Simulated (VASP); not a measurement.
# BiTe (Pm-3m) in VASP: further runs, part 2 of 2

VASP 6.6.1. The steps go on from the part before.

### Step 4. Single point, PBE (volume scaled by 0.980)

Contents of INCAR:

```
PREC = Accurate ; ENCUT = 520
EDIFF = 1E-6 ; ISMEAR = 0
SIGMA = 0.05 ; LREAL = False
LASPH = True ; NELM = 80
ALGO = Normal ; ISIF = 2
LWAVE = False ; LCHARG = False
GGA = PE ; NBANDS = 18
```

Contents of KPOINTS:

```
regular mesh
0
Gamma
  10 10 10
```

Contents of POSCAR:

```
BiTe
1.0
    3.8870412605      0.0000000000      0.0000000000
    0.0000000000      3.8870412605      0.0000000000
    0.0000000000      0.0000000000      3.8870412605
Bi Te
1 1
Direct
    0.0000000000      0.0000000000      0.0000000000
    0.5000000000      0.5000000000      0.5000000000
```

Potentials or basis: VASP PAW PBE potentials, release 64 (Bi_d, Te).

Run with:

```console
> cat potpaw_PBE.64/Bi_d/POTCAR potpaw_PBE.64/Te/POTCAR > POTCAR
> mpirun -np 1 vasp_std > vasp.out
```

OUTCAR:

```text
PREC = Accurate
   ENCUT = 520
   EDIFF = 1E-6
   ISMEAR = 0
   LREAL = False
   LASPH = True
   NELM = 80
   ISIF = 2
   GGA = PE

 ion  position               nearest neighbor table
   1  0.000  0.000  0.000-   2 3.37   2 3.37   2 3.37   2 3.37   2 3.37   2 3.37   2 3.37   2 3.37

   2  0.500  0.500  0.500-   1 3.37   1 3.37   1 3.37   1 3.37   1 3.37   1 3.37   1 3.37   1 3.37

  LATTYP: Found a simple cubic cell.
 ALAT       =     3.8870412605

  Lattice vectors:

 A1 = (   3.8870412605,   0.0000000000,   0.0000000000)
 A2 = (   0.0000000000,   3.8870412605,   0.0000000000)
 A3 = (   0.0000000000,   0.0000000000,   3.8870412605)

Analysis of symmetry for initial positions (statically):
=====================================================================
 Subroutine PRICEL returns:
 Original cell was already a primitive cell.

 Routine SETGRP: Setting up the symmetry group for a
 simple cubic supercell.

 Subroutine GETGRP returns: Found 48 space group operations
 (whereof 48 operations were pure point group operations)
 out of a pool of 48 trial point group operations.

The static configuration has the point symmetry O_h .

Analysis of symmetry for dynamics (positions and initial velocities):
=====================================================================
 Subroutine PRICEL returns:
 Original cell was already a primitive cell.

 Routine SETGRP: Setting up the symmetry group for a
 simple cubic supercell.

 Subroutine GETGRP returns: Found 48 space group operations
 (whereof 48 operations were pure point group operations)
 out of a pool of 48 trial point group operations.

The dynamic configuration has the point symmetry O_h .

 Subroutine INISYM returns: Found 48 space group operations
 (whereof 48 operations are pure point group operations),
 and found     1 'primitive' translations

----------------------------------------------------------------------------------------

                                     Primitive cell

  volume of cell :      58.7297

  direct lattice vectors                    reciprocal lattice vectors
     3.887041261  0.000000000  0.000000000     0.257265085  0.000000000  0.000000000
     0.000000000  3.887041261  0.000000000     0.000000000  0.257265085  0.000000000
     0.000000000  0.000000000  3.887041261     0.000000000  0.000000000  0.257265085

  length of vectors
     3.887041261  3.887041261  3.887041261     0.257265085  0.257265085  0.257265085

  position of ions in fractional coordinates (direct lattice)
     0.000000000  0.000000000  0.000000000
     0.500000000  0.500000000  0.500000000

  ion indices of the primitive-cell ions
   primitive index   ion index
                 1           1
                 2           2

----------------------------------------------------------------------------------------

 KPOINTS: regular mesh

Automatic generation of k-mesh.
 Grid dimensions read from file:
 generate k-points for:   10   10   10

 Generating k-lattice:

  Cartesian coordinates                     Fractional coordinates (reciprocal lattice)
     0.025726508  0.000000000  0.000000000     0.100000000  0.000000000  0.000000000
     0.000000000  0.025726508  0.000000000     0.000000000  0.100000000  0.000000000
     0.000000000  0.000000000  0.025726508     0.000000000  0.000000000  0.100000000

  Length of vectors
     0.025726508  0.025726508  0.025726508

  Shift w.r.t. Gamma in fractional coordinates (k-lattice)
     0.000000000  0.000000000  0.000000000

 Subroutine IBZKPT returns following result:
 ===========================================

 Found     56 irreducible k-points:

 Following reciprocal coordinates:
            Coordinates               Weight
  0.000000  0.000000  0.000000      1.000000
  0.100000  0.000000  0.000000      6.000000
  0.200000  0.000000  0.000000      6.000000
  0.300000  0.000000  0.000000      6.000000
  0.400000  0.000000  0.000000      6.000000
  0.500000  0.000000  0.000000      3.000000
[... 16 lines left out ...]
  0.200000  0.100000  0.100000     24.000000
  0.300000  0.100000  0.100000     24.000000
 [... further k-points ...]
   k-points           NKPTS =     56   k-points in BZ     NKDIM =     56   number of bands    NBANDS=     18
   number of dos      NEDOS =    301   number of ions     NIONS =      2
   total plane-waves  NPLWV =  27000
   dimension x,y,z NGX =    30 NGY =   30 NGZ =   30
   dimension x,y,z NGXF=    60 NGYF=   60 NGZF=   60
   ions per type =               1   1
   NGX,Y,Z   is equivalent  to a cutoff of  12.83, 12.83, 12.83 a.u.
   NGXF,Y,Z  is equivalent  to a cutoff of  25.66, 25.66, 25.66 a.u.
 SYSTEM =  unknown system
   PREC   = accura    normal or accurate (medium, high low for compatibility)
   ISTART =      0    job   : 0-new  1-cont  2-samecut
   ICHARG =      2    charge: 1-file 2-atom 10-const
   ISPIN  =      1    spin polarized calculation?
   LNONCOLLINEAR =      F non collinear calculations
   LSORBIT =      F    spin-orbit coupling
   LASPH  =      T    aspherical Exc in radial PAW
   ENCUT  =  520.0 eV  38.22 Ry    6.18 a.u.   7.23  7.23  7.23*2*pi/ulx,y,z
   NELM   =     80;   NELMIN=  2; NELMDL= -5     # of ELM steps
   EDIFF  = 0.1E-05   stopping-criterion for ELM
   LREAL  =      F    real-space projection
   EDIFFG = 0.1E-04   stopping-criterion for IOM
   NSW    =      0    number of steps for IOM
   IBRION =     -1    ionic relax: 0-MD 1-quasi-New 2-CG
   NFREE  =      0    steps in history (QN), initial steepest desc. (CG)
   ISIF   =      2    stress and relaxation
   ISYM   =      2    0-nonsym 1-usesym 2-fastsym
   POTIM  = 0.5000    time-step for ionic-motion
   TEBEG  =    0.0;   TEEND  =   0.0 temperature during run
   PSTRESS=    0.0 pullay stress
   NELECT =      21.0000    total number of electrons
   NUPDOWN=      -1.0000    fix difference up-down
   EMIN   =  10.00;   EMAX   =-10.00  energy-range for DOS
   EFERMI =   0.00;   METHOD = LEGACY
   ISMEAR =     0;   SIGMA  =   0.05  broadening in eV -4-tet -1-fermi 0-gaus
   EFERMI_NEDOS =   21; number of points for ismear=-14 and -15
   IALGO  =     38    algorithm
   IMIX   =      4    mixing-type and parameters
     AMIX     =   0.40;   BMIX     =  1.00
     AMIX_MAG =   1.60;   BMIX_MAG =  1.00
  volume/ion in A,a.u.               =      29.36       198.16
  Fermi-wavevector in a.u.,A,eV,Ry     =   1.161971  2.195808 18.370281  1.350178
  Thomas-Fermi vector in A             =   2.298538
   LORBIT       =      0    0 simple, 1 ext, 2 COOP (PROOUT), +10 PAW based schemes
   GGA     = PE    functional components
   LHFCALC =     F    Hartree Fock is set to
   AEXX    =    0.0000 exact exchange contribution
   IVDW    =     0    specifies the selected vdW correction
   LEPSILON=     F    determine dielectric tensor
   LRPA    =     F    only Hartree local field effects (RPA)
 non-spin polarized calculation
 Gauss-broadening in eV      SIGMA  =   0.05
  energy-cutoff  :      520.00
  volume of cell :       58.73
 maximum number of plane-waves:      1600
 NGX is ok and might be reduce to    30
   NGX = 15   NGY = 15   NGZ = 15

 number of electron      20.9999986 magnetization

 Free energy of the ion-electron system (eV)
  ---------------------------------------------------
  ext. energy  EPLUGINS =         0.00000000
  ---------------------------------------------------
  free energy    TOTEN  =        -6.93258423 eV

  energy without entropy =       -6.93174606  energy(sigma->0) =       -6.93216514

 E-fermi :   8.2504     XC(G=0): -10.2447

 val. band max:        8.2100642742   @ k =   0.5000   0.4000   0.3000
 cond. band min:       8.2725070229   @ k =   0.3000   0.3000   0.3000
 fundamental gap:      0.0624427487
 Fermi energy:         8.2503911060

 k-point     1 :       0.0000    0.0000    0.0000
  band No.  band energies     occupation
      1     -15.1993      2.00000
      2     -15.1993      2.00000
      3     -15.1457      2.00000
      4     -15.1457      2.00000
      5     -15.1457      2.00000
      6      -5.7025      2.00000
[... 10 lines left out ...]
     17      18.7299      0.00000
     18      18.7299      0.00000

 k-point     2 :       0.1000    0.0000    0.0000
  band No.  band energies     occupation
      1     -15.1991      2.00000
      2     -15.1948      2.00000
      3     -15.1471      2.00000
      4     -15.1471      2.00000
      5     -15.1456      2.00000
      6      -5.6098      2.00000
[... 10 lines left out ...]
     17      18.1582      0.00000
     18      18.1914      0.00000
[... 442 lines left out ...]
 k-point    24 :       0.3000    0.1000    0.1000
  band No.  band energies     occupation
      1     -15.1913      2.00000
      2     -15.1655      2.00000
      3     -15.1575      2.00000
      4     -15.1570      2.00000
      5     -15.1477      2.00000
      6      -4.7057      2.00000
[... 10 lines left out ...]
     17      16.2763      0.00000
     18      18.5388      0.00000

 [... further k-points ...]
[... 5 lines left out ...]
  --------------------------------------------------------------------------------------
  -------------------------------------------------------------------------------------
  Total        0.4082015      0.4082015      0.4082015     -0.0000000     -0.0000000      0.0000000
  in kB       11.1359616     11.1359616     11.1359616     -0.0000000     -0.0000000      0.0000000
  external PRESSURE =      11.1359616 kB  Pullay stress =       0.0000000 kB

 VOLUME and BASIS-vectors are now :
 -----------------------------------------------------------------------------
  energy-cutoff  :      520.00
  volume of cell :       58.73
      direct lattice vectors                 reciprocal lattice vectors
     3.887041261  0.000000000  0.000000000     0.257265085  0.000000000  0.000000000
     0.000000000  3.887041261  0.000000000     0.000000000  0.257265085  0.000000000
     0.000000000  0.000000000  3.887041261     0.000000000  0.000000000  0.257265085

 POSITION                                       TOTAL-FORCE (eV/Angst)
 -----------------------------------------------------------------------------------
      0.00000      0.00000      0.00000         0.000000      0.000000      0.000000
      1.94352      1.94352      1.94352         0.000000      0.000000      0.000000
 -----------------------------------------------------------------------------------
    total drift:                                0.000000     -0.000000     -0.000000

  FREE ENERGIE OF THE ION-ELECTRON SYSTEM (eV)
  ---------------------------------------------------
  free  energy   TOTEN  =        -6.9325842303 eV

  energy  without entropy=       -6.9317460571  energy(sigma->0) =       -6.93216514
```

OSZICAR:

```text
N       E                     dE             d eps       ncg     rms          rms(c)
DAV:   1     0.158732865169E+03    0.15873E+03   -0.99452E+03  2016   0.117E+03
DAV:   2     0.472833278207E+01   -0.15400E+03   -0.15006E+03  2094   0.317E+02
DAV:   3    -0.671333025221E+01   -0.11442E+02   -0.11337E+02  2528   0.882E+01
DAV:   4    -0.702010942815E+01   -0.30678E+00   -0.30653E+00  2538   0.150E+01
DAV:   5    -0.703250456514E+01   -0.12395E-01   -0.12394E-01  2874   0.290E+00    0.502E+00
DAV:   6    -0.693291331935E+01    0.99591E-01   -0.29551E-01  2892   0.316E+00    0.323E+00
DAV:   7    -0.693266017831E+01    0.25314E-03   -0.47184E-02  2486   0.105E+00    0.109E+00
DAV:   8    -0.693253228167E+01    0.12790E-03   -0.56645E-03  2478   0.522E-01    0.188E-01
DAV:   9    -0.693258820865E+01   -0.55927E-04   -0.75305E-04  2736   0.150E-01    0.745E-02
DAV:  10    -0.693258872972E+01   -0.52106E-06   -0.42339E-05  2438   0.342E-02    0.514E-02
DAV:  11    -0.693258702527E+01    0.17044E-05   -0.20265E-05  2794   0.351E-02    0.321E-02
DAV:  12    -0.693258435762E+01    0.26676E-05   -0.29479E-06  2212   0.124E-02    0.955E-03
DAV:  13    -0.693258423032E+01    0.12730E-06   -0.17421E-07  1320   0.375E-03
   1 F= -.69325842E+01 E0= -.69321651E+01  d E =-.838173E-03
```

Wall time 19 s (1 thread of Intel Xeon 6975P-C (Granite Rapids), shared host); peak memory 0.2 GiB.

What came out:

| Quantity | Value |
| --- | --- |
| Free energy | -6.9326 eV |
| Pressure | 1.1 GPa |

Caveat: the cell differs from its parent crystal (volume scaled by 0.980); spin-orbit coupling is left out, which moves the levels of the heavy elements.

### Step 5. Single point, PBE

This run uses another cell than the first one, of 29.96 Å³/atom, 1.045 times its volume.

Contents of INCAR:

```
SYSTEM = BiTe
ALGO = Normal
EDIFF = 1E-6
ENCUT = 520
GGA = PE
ISIF = 2
ISMEAR = 0
LASPH = .TRUE.
LCHARG = .FALSE.
LREAL = .FALSE.
LWAVE = .FALSE.
NBANDS = 18
NELM = 80
PREC = Accurate
SIGMA = 0.05
```

Contents of KPOINTS:

```
k-points
0
G
  10 10 10
  0 0 0
```

Contents of POSCAR:

```
BiTe
1.0
    3.9133058495      0.0000000000      0.0000000000
    0.0000000000      3.9133058495      0.0000000000
    0.0000000000      0.0000000000      3.9133058495
Bi Te
1 1
Direct
    0.0000000000      0.0000000000      0.0000000000
    0.5000000000      0.5000000000      0.5000000000
```

Potentials or basis: VASP PAW PBE potentials, release 64 (Bi_d, Te).

Run with:

```console
> cat potpaw_PBE.64/Bi_d/POTCAR potpaw_PBE.64/Te/POTCAR > POTCAR
> mpirun -np 1 vasp_std > vasp.out
```

OUTCAR:

```text
SYSTEM = BiTe
   EDIFF = 1E-6
   ENCUT = 520
   GGA = PE
   ISIF = 2
   ISMEAR = 0
   LASPH = .TRUE.
   LREAL = .FALSE.
   NELM = 80
   PREC = Accurate

 ion  position               nearest neighbor table
   1  0.000  0.000  0.000-   2 3.39   2 3.39   2 3.39   2 3.39   2 3.39   2 3.39   2 3.39   2 3.39

   2  0.500  0.500  0.500-   1 3.39   1 3.39   1 3.39   1 3.39   1 3.39   1 3.39   1 3.39   1 3.39

  LATTYP: Found a simple cubic cell.
 ALAT       =     3.9133058495

  Lattice vectors:

 A1 = (   3.9133058495,   0.0000000000,   0.0000000000)
 A2 = (   0.0000000000,   3.9133058495,   0.0000000000)
[... 673 lines left out ...]
      5     -15.4151      2.00000
      6      -4.8497      2.00000
[... 10 lines left out ...]
     17      15.9616      0.00000
     18      18.2216      0.00000

 [... further k-points ...]
[... 5 lines left out ...]
  --------------------------------------------------------------------------------------
  -------------------------------------------------------------------------------------
  Total        0.0865406      0.0865406      0.0865406     -0.0000000      0.0000000     -0.0000000
  in kB        2.3136573      2.3136573      2.3136573     -0.0000000      0.0000000     -0.0000000
  external PRESSURE =       2.3136573 kB  Pullay stress =       0.0000000 kB

 VOLUME and BASIS-vectors are now :
 -----------------------------------------------------------------------------
  energy-cutoff  :      520.00
  volume of cell :       59.93
      direct lattice vectors                 reciprocal lattice vectors
     3.913305849  0.000000000  0.000000000     0.255538422  0.000000000  0.000000000
     0.000000000  3.913305849  0.000000000     0.000000000  0.255538422  0.000000000
     0.000000000  0.000000000  3.913305849     0.000000000  0.000000000  0.255538422

 POSITION                                       TOTAL-FORCE (eV/Angst)
 -----------------------------------------------------------------------------------
      0.00000      0.00000      0.00000         0.000000      0.000000      0.000000
      1.95665      1.95665      1.95665         0.000000      0.000000      0.000000
 -----------------------------------------------------------------------------------
    total drift:                                0.000000     -0.000000     -0.000000

  FREE ENERGIE OF THE ION-ELECTRON SYSTEM (eV)
  ---------------------------------------------------
  free  energy   TOTEN  =        -6.9369771766 eV

  energy  without entropy=       -6.9359768275  energy(sigma->0) =       -6.93647700
```

Run time: 16 s. Hardware: 1 thread of Intel Xeon 6975P-C (Granite Rapids), shared host; peak memory 0.2 GiB.

What came out:

| Item | Value |
| --- | --- |
| Free energy | -6.9370 eV |
| Pressure | 0.2 GPa |

Caveat: spin-orbit coupling is left out, which moves the levels of the heavy elements.

### Step 6. The runs side by side

| cell | gap on the mesh (eV) | pressure (GPa) |
| --- | --- | --- |
| a = 3.856 Å, 2 atoms | none | 2.7 |
| a = 3.860 Å, 2 atoms | none | 2.5 |
| a = 3.887 Å, 2 atoms | none | 1.1 |
| a = 3.913 Å, 2 atoms | none | 0.2 |

Alike in all rows: task single point; level PBE; potentials or basis VASP PAW PBE potentials, release 64 (Bi_d, Te); no spin polarisation; k mesh 10 × 10 × 10; cutoff (eV) 520; smearing gaussian 0.05 eV.

Caveats: spin-orbit coupling is left out, which moves the levels of the heavy elements.

Total energies depend on the potentials used, so only differences within one code and one set of settings carry meaning.
